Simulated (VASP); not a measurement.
# SnSe (F-43m) in VASP: a series of runs

SnSe is run at these levels: PBE; tasks: single point.

Everything below comes from runs of VASP 6.6.1. Logs are shortened: lines on timing, memory, paths and dates and some standing lists are left out, and cuts for length are marked.

### 1 The cell of the first run

Symmetry: F-43m, No. 216, cubic system. The conventional cell has a = 6.707 Å, b = 6.707 Å, c = 6.707 Å, α = 90.00°, β = 90.00°, γ = 90.00°. Sn (site symmetry -43m) has 4 Se at 2.90 Å within 3.8 Å. Within 3.8 Å of Se (site symmetry -43m) lie 4 Sn at 2.90 Å.

### 2 Single point, PBE (Te replaced by Se, lengths x 0.961, strained)

INCAR

```
SYSTEM = SnSe
  PREC = Accurate
  ENCUT = 500
  EDIFF = 1E-6
  ISMEAR = 0
  SIGMA = 0.1
  LREAL = .False.
  LASPH = .True.
  NELM = 120
  ALGO = Normal
  ISIF = 2
  LWAVE = .False.
  LCHARG = .True.
  GGA = PE
  LELF = .True.
  LVHAR = .True.
  NBANDS = 17
  GGA_COMPAT = .False.
```

KPOINTS

```
Automatic mesh
0
Gamma
  6 6 6
  0 0 0
```

POSCAR

```
SnSe
1.0
    0.0000000000      3.3533996069      3.3533996069
    3.3533996069      0.0000000000      3.3533996069
    3.3533996069      3.3533996069      0.0000000000
Sn Se
1 1
Direct
    0.0000000000      0.0000000000      0.0000000000
    0.7500000000      0.7500000000      0.7500000000
```

Potentials or basis: VASP PAW PBE potentials, release 64 (Sn_d, Se).

On the command line:

```bash
> cat potpaw_PBE.64/Sn_d/POTCAR potpaw_PBE.64/Se/POTCAR > POTCAR
> mpirun -np 1 vasp_std > vasp.out
```

OUTCAR:

```text
SYSTEM = SnSe
   PREC = Accurate
   ENCUT = 500
   EDIFF = 1E-6
   ISMEAR = 0
   LREAL = .False.
   LASPH = .True.
   NELM = 120
   ISIF = 2
   GGA = PE

 ion  position               nearest neighbor table
   1  0.000  0.000  0.000-   2 2.90   2 2.90   2 2.90   2 2.90
   2  0.750  0.750  0.750-   1 2.90   1 2.90   1 2.90   1 2.90

  LATTYP: Found a face centered cubic cell.
 ALAT       =     6.7067992138

  Lattice vectors:

 A1 = (   0.0000000000,   3.3533996069,   3.3533996069)
 A2 = (   3.3533996069,   0.0000000000,   3.3533996069)
 A3 = (   3.3533996069,   3.3533996069,   0.0000000000)

Analysis of symmetry for initial positions (statically):
=====================================================================
 Subroutine PRICEL returns:
 Original cell was already a primitive cell.

 Routine SETGRP: Setting up the symmetry group for a
 face centered cubic supercell.

 Subroutine GETGRP returns: Found 24 space group operations
 (whereof 24 operations were pure point group operations)
 out of a pool of 48 trial point group operations.

The static configuration has the point symmetry T_d .

Analysis of symmetry for dynamics (positions and initial velocities):
=====================================================================
 Subroutine PRICEL returns:
 Original cell was already a primitive cell.

 Routine SETGRP: Setting up the symmetry group for a
 face centered cubic supercell.

 Subroutine GETGRP returns: Found 24 space group operations
 (whereof 24 operations were pure point group operations)
 out of a pool of 48 trial point group operations.

The dynamic configuration has the point symmetry T_d .

 Subroutine INISYM returns: Found 24 space group operations
 (whereof 24 operations are pure point group operations),
 and found     1 'primitive' translations

----------------------------------------------------------------------------------------

                                     Primitive cell

  volume of cell :      75.4199

  direct lattice vectors                    reciprocal lattice vectors
     0.000000000  3.353399607  3.353399607    -0.149102421  0.149102421  0.149102421
     3.353399607  0.000000000  3.353399607     0.149102421 -0.149102421  0.149102421
     3.353399607  3.353399607  0.000000000     0.149102421  0.149102421 -0.149102421

  length of vectors
     4.742423204  4.742423204  4.742423204     0.258252969  0.258252969  0.258252969

  position of ions in fractional coordinates (direct lattice)
     0.000000000  0.000000000  0.000000000
     0.750000000  0.750000000  0.750000000

  ion indices of the primitive-cell ions
   primitive index   ion index
                 1           1
                 2           2

----------------------------------------------------------------------------------------

 KPOINTS: Automatic mesh

Automatic generation of k-mesh.
 Grid dimensions read from file:
 generate k-points for:    6    6    6

 Generating k-lattice:

  Cartesian coordinates                     Fractional coordinates (reciprocal lattice)
    -0.024850404  0.024850404  0.024850404     0.166666667  0.000000000  0.000000000
     0.024850404 -0.024850404  0.024850404     0.000000000  0.166666667  0.000000000
     0.024850404  0.024850404 -0.024850404     0.000000000  0.000000000  0.166666667

  Length of vectors
     0.043042161  0.043042161  0.043042161

  Shift w.r.t. Gamma in fractional coordinates (k-lattice)
     0.000000000  0.000000000  0.000000000

 Subroutine IBZKPT returns following result:
 ===========================================

 Found     16 irreducible k-points:

 Following reciprocal coordinates:
            Coordinates               Weight
  0.000000  0.000000  0.000000      1.000000
  0.166667  0.000000  0.000000      8.000000
  0.333333  0.000000  0.000000      8.000000
  0.500000  0.000000  0.000000      4.000000
  0.166667  0.166667  0.000000      6.000000
  0.333333  0.166667  0.000000     24.000000
[... 8 lines left out ...]
 -0.333333  0.333333  0.166667     24.000000
 -0.333333  0.500000  0.166667     12.000000
   k-points           NKPTS =     16   k-points in BZ     NKDIM =     16   number of bands    NBANDS=     17
   number of dos      NEDOS =    301   number of ions     NIONS =      2
   total plane-waves  NPLWV =  46656
   dimension x,y,z NGX =    36 NGY =   36 NGZ =   36
   dimension x,y,z NGXF=    72 NGYF=   72 NGZF=   72
   ions per type =               1   1
   NGX,Y,Z   is equivalent  to a cutoff of  12.62, 12.62, 12.62 a.u.
   NGXF,Y,Z  is equivalent  to a cutoff of  25.24, 25.24, 25.24 a.u.
 SYSTEM =  SnSe
   PREC   = accura    normal or accurate (medium, high low for compatibility)
   ISTART =      0    job   : 0-new  1-cont  2-samecut
   ICHARG =      2    charge: 1-file 2-atom 10-const
   ISPIN  =      1    spin polarized calculation?
   LNONCOLLINEAR =      F non collinear calculations
   LSORBIT =      F    spin-orbit coupling
   LASPH  =      T    aspherical Exc in radial PAW
   ENCUT  =  500.0 eV  36.75 Ry    6.06 a.u.   8.65  8.65  8.65*2*pi/ulx,y,z
   NELM   =    120;   NELMIN=  2; NELMDL= -5     # of ELM steps
   EDIFF  = 0.1E-05   stopping-criterion for ELM
   LREAL  =      F    real-space projection
   EDIFFG = 0.1E-04   stopping-criterion for IOM
   NSW    =      0    number of steps for IOM
   IBRION =     -1    ionic relax: 0-MD 1-quasi-New 2-CG
   NFREE  =      0    steps in history (QN), initial steepest desc. (CG)
   ISIF   =      2    stress and relaxation
   ISYM   =      2    0-nonsym 1-usesym 2-fastsym
   POTIM  = 0.5000    time-step for ionic-motion
   TEBEG  =    0.0;   TEEND  =   0.0 temperature during run
   PSTRESS=    0.0 pullay stress
   NELECT =      20.0000    total number of electrons
   NUPDOWN=      -1.0000    fix difference up-down
   EMIN   =  10.00;   EMAX   =-10.00  energy-range for DOS
   EFERMI =   0.00;   METHOD = LEGACY
   ISMEAR =     0;   SIGMA  =   0.10  broadening in eV -4-tet -1-fermi 0-gaus
   EFERMI_NEDOS =   21; number of points for ismear=-14 and -15
   IALGO  =     38    algorithm
   IMIX   =      4    mixing-type and parameters
     AMIX     =   0.40;   BMIX     =  1.00
     AMIX_MAG =   1.60;   BMIX_MAG =  1.00
  volume/ion in A,a.u.               =      37.71       254.48
  Fermi-wavevector in a.u.,A,eV,Ry     =   1.051775  1.987567 15.051183  1.106231
  Thomas-Fermi vector in A             =   2.186832
   LORBIT       =      0    0 simple, 1 ext, 2 COOP (PROOUT), +10 PAW based schemes
   GGA     = PE    functional components
   LHFCALC =     F    Hartree Fock is set to
   AEXX    =    0.0000 exact exchange contribution
   IVDW    =     0    specifies the selected vdW correction
   LEPSILON=     F    determine dielectric tensor
   LRPA    =     F    only Hartree local field effects (RPA)
 non-spin polarized calculation
 Gauss-broadening in eV      SIGMA  =   0.10
  energy-cutoff  :      500.00
  volume of cell :       75.42
 maximum number of plane-waves:      1936
 NGX is ok and might be reduce to    36
   NGX = 17   NGY = 17   NGZ = 17

 number of electron      20.0000008 magnetization

 Free energy of the ion-electron system (eV)
  ---------------------------------------------------
  ext. energy  EPLUGINS =         0.00000000
  ---------------------------------------------------
  free energy    TOTEN  =        -7.74693003 eV

  energy without entropy =       -7.74493141  energy(sigma->0) =       -7.74593072

 E-fermi :   3.0514     XC(G=0):  -7.8762

 val. band max:        2.9558935462   @ k =  -0.3333   0.5000   0.1667
 cond. band min:       3.0782387444   @ k =   0.5000   0.5000   0.0000
 fundamental gap:      0.1223451982
 Fermi energy:         3.0513952196

 k-point     1 :       0.0000    0.0000    0.0000
  band No.  band energies     occupation
      1     -18.6944      2.00000
      2     -18.6944      2.00000
      3     -18.6944      2.00000
      4     -18.6810      2.00000
      5     -18.6810      2.00000
      6     -10.2461      2.00000
[... 9 lines left out ...]
     16      10.5205      0.00000
     17      11.6928      0.00000

 k-point     2 :       0.1667    0.0000    0.0000
  band No.  band energies     occupation
      1     -18.6953      2.00000
      2     -18.6936      2.00000
      3     -18.6936      2.00000
      4     -18.6809      2.00000
      5     -18.6809      2.00000
      6     -10.1406      2.00000
[... 9 lines left out ...]
     16       9.8808      0.00000
     17      11.1176      0.00000

 k-point     3 :       0.3333    0.0000    0.0000
  band No.  band energies     occupation
      1     -18.6972      2.00000
      2     -18.6921      2.00000
      3     -18.6921      2.00000
      4     -18.6805      2.00000
      5     -18.6805      2.00000
      6      -9.9057      2.00000
[... 9 lines left out ...]
     16      10.0314      0.00000
     17      11.5356      0.00000

 k-point     4 :       0.5000    0.0000    0.0000
  band No.  band energies     occupation
      1     -18.6981      2.00000
      2     -18.6915      2.00000
      3     -18.6915      2.00000
      4     -18.6802      2.00000
      5     -18.6802      2.00000
      6      -9.7730      2.00000
[... 9 lines left out ...]
     16      10.9520      0.00000
     17      10.9520      0.00000

 k-point     5 :       0.1667    0.1667    0.0000
  band No.  band energies     occupation
      1     -18.6967      2.00000
      2     -18.6927      2.00000
      3     -18.6927      2.00000
      4     -18.6814      2.00000
      5     -18.6804      2.00000
      6     -10.1050      2.00000
[... 9 lines left out ...]
     16      10.8282      0.00000
     17      12.3673      0.00000

 k-point     6 :       0.3333    0.1667    0.0000
  band No.  band energies     occupation
      1     -18.6984      2.00000
      2     -18.6914      2.00000
      3     -18.6911      2.00000
      4     -18.6815      2.00000
      5     -18.6799      2.00000
      6      -9.9099      2.00000
[... 9 lines left out ...]
     16      10.9290      0.00000
     17      12.1935      0.00000

 k-point     7 :       0.5000    0.1667    0.0000
  band No.  band energies     occupation
      1     -18.6989      2.00000
      2     -18.6910      2.00000
      3     -18.6905      2.00000
      4     -18.6810      2.00000
      5     -18.6799      2.00000
      6      -9.7332      2.00000
[... 9 lines left out ...]
     16      11.0937      0.00000
     17      11.3971      0.00000

 k-point     8 :      -0.3333    0.1667    0.0000
  band No.  band energies     occupation
      1     -18.6982      2.00000
      2     -18.6913      2.00000
      3     -18.6911      2.00000
      4     -18.6806      2.00000
      5     -18.6804      2.00000
      6      -9.7785      2.00000
[... 9 lines left out ...]
     16      10.6154      0.00000
     17      11.7371      0.00000

 k-point     9 :      -0.1667    0.1667    0.0000
  band No.  band energies     occupation
      1     -18.6968      2.00000
      2     -18.6926      2.00000
      3     -18.6921      2.00000
      4     -18.6811      2.00000
      5     -18.6804      2.00000
      6      -9.9895      2.00000
[... 9 lines left out ...]
     16      10.0221      0.00000
     17      12.2263      0.00000

 k-point    10 :       0.3333    0.3333    0.0000
  band No.  band energies     occupation
      1     -18.7012      2.00000
      2     -18.6893      2.00000
      3     -18.6893      2.00000
      4     -18.6824      2.00000
      5     -18.6793      2.00000
      6      -9.7862      2.00000
[... 9 lines left out ...]
     16      11.7173      0.00000
     17      13.7710      0.00000

 k-point    11 :       0.5000    0.3333    0.0000
  band No.  band energies     occupation
      1     -18.7017      2.00000
      2     -18.6889      2.00000
      3     -18.6885      2.00000
      4     -18.6823      2.00000
      5     -18.6792      2.00000
      6      -9.6479      2.00000
[... 9 lines left out ...]
     16      11.6229      0.00000
     17      13.0151      0.00000

 k-point    12 :      -0.3333    0.3333    0.0000
  band No.  band energies     occupation
      1     -18.6999      2.00000
      2     -18.6901      2.00000
      3     -18.6892      2.00000
      4     -18.6813      2.00000
      5     -18.6800      2.00000
      6      -9.6445      2.00000
[... 9 lines left out ...]
     16      11.3260      0.00000
     17      13.2761      0.00000

 k-point    13 :       0.5000    0.5000    0.0000
  band No.  band energies     occupation
      1     -18.7034      2.00000
      2     -18.6876      2.00000
      3     -18.6876      2.00000
      4     -18.6829      2.00000
      5     -18.6787      2.00000
      6      -9.6020      2.00000
[... 9 lines left out ...]
     16      12.4908      0.00000
     17      12.4966      0.00000

 k-point    14 :       0.5000    0.3333    0.1667
  band No.  band energies     occupation
      1     -18.6996      2.00000
      2     -18.6907      2.00000
      3     -18.6895      2.00000
      4     -18.6817      2.00000
      5     -18.6797      2.00000
      6      -9.7380      2.00000
[... 9 lines left out ...]
     16      11.4206      0.00000
     17      12.6437      0.00000

 k-point    15 :      -0.3333    0.3333    0.1667
  band No.  band energies     occupation
      1     -18.6998      2.00000
      2     -18.6908      2.00000
      3     -18.6887      2.00000
      4     -18.6814      2.00000
      5     -18.6799      2.00000
      6      -9.6445      2.00000
[... 9 lines left out ...]
     16      11.1735      0.00000
     17      12.4889      0.00000

 k-point    16 :      -0.3333    0.5000    0.1667
  band No.  band energies     occupation
      1     -18.7013      2.00000
      2     -18.6897      2.00000
      3     -18.6877      2.00000
      4     -18.6821      2.00000
      5     -18.6794      2.00000
      6      -9.5995      2.00000
[... 9 lines left out ...]
     16      11.9565      0.00000
     17      12.0790      0.00000

------------------------ aborting loop because EDIFF is reached ----------------------------------------

  FORCE on cell =-STRESS in cart. coord.  units (eV):
  Direction    XX          YY          ZZ          XY          YZ          ZX
  --------------------------------------------------------------------------------------
  -------------------------------------------------------------------------------------
  Total        0.4858633      0.4858633      0.4858633     -0.0000000     -0.0000000      0.0000000
  in kB       10.3214043     10.3214043     10.3214043     -0.0000000     -0.0000000      0.0000000
  external PRESSURE =      10.3214043 kB  Pullay stress =       0.0000000 kB

 VOLUME and BASIS-vectors are now :
 -----------------------------------------------------------------------------
  energy-cutoff  :      500.00
  volume of cell :       75.42
      direct lattice vectors                 reciprocal lattice vectors
     0.000000000  3.353399607  3.353399607    -0.149102421  0.149102421  0.149102421
     3.353399607  0.000000000  3.353399607     0.149102421 -0.149102421  0.149102421
     3.353399607  3.353399607  0.000000000     0.149102421  0.149102421 -0.149102421

 POSITION                                       TOTAL-FORCE (eV/Angst)
 -----------------------------------------------------------------------------------
      0.00000      0.00000      0.00000        -0.000000     -0.000000     -0.000000
      5.03010      5.03010      5.03010         0.000000      0.000000      0.000000
 -----------------------------------------------------------------------------------
    total drift:                                0.000000      0.000000      0.000000

  FREE ENERGIE OF THE ION-ELECTRON SYSTEM (eV)
  ---------------------------------------------------
  free  energy   TOTEN  =        -7.7469300284 eV

  energy  without entropy=       -7.7449314063  energy(sigma->0) =       -7.74593072
```

Wall time 45 s (1 thread of Intel Xeon 8259CL, shared host); peak memory 0.2 GiB.

What came out:

* Free energy: -7.7469 eV
* Pressure: 1.0 GPa
* Band gap on the k mesh: 0.12 eV (least direct gap 0.63 eV)

Levels at points of the mesh, in eV from the valence-band top:
| k point | band 7 | band 8 | band 9 | band 10 | band 11 | band 12 | band 13 | band 14 |
| --- | --- | --- | --- | --- | --- | --- | --- | --- |
| (0.00, 0.00, 0.00) | -5.17 | -2.20 | -2.20 | -2.20 | 1.59 | 1.59 | 1.59 | 4.95 |
| (0.50, 0.00, 0.00) | -7.09 | -2.72 | -2.72 | -2.07 | 2.36 | 2.36 | 3.50 | 6.48 |
| (0.50, 0.50, 0.00) | -7.37 | -3.42 | -3.42 | -0.51 | 0.12 | 4.51 | 4.51 | 5.71 |

Caveat: the cell differs from its parent crystal (Te replaced by Se, lengths x 0.961, strained); spin-orbit coupling is left out, which moves the levels of the heavy elements.

(Continued in part 2 of 2.)
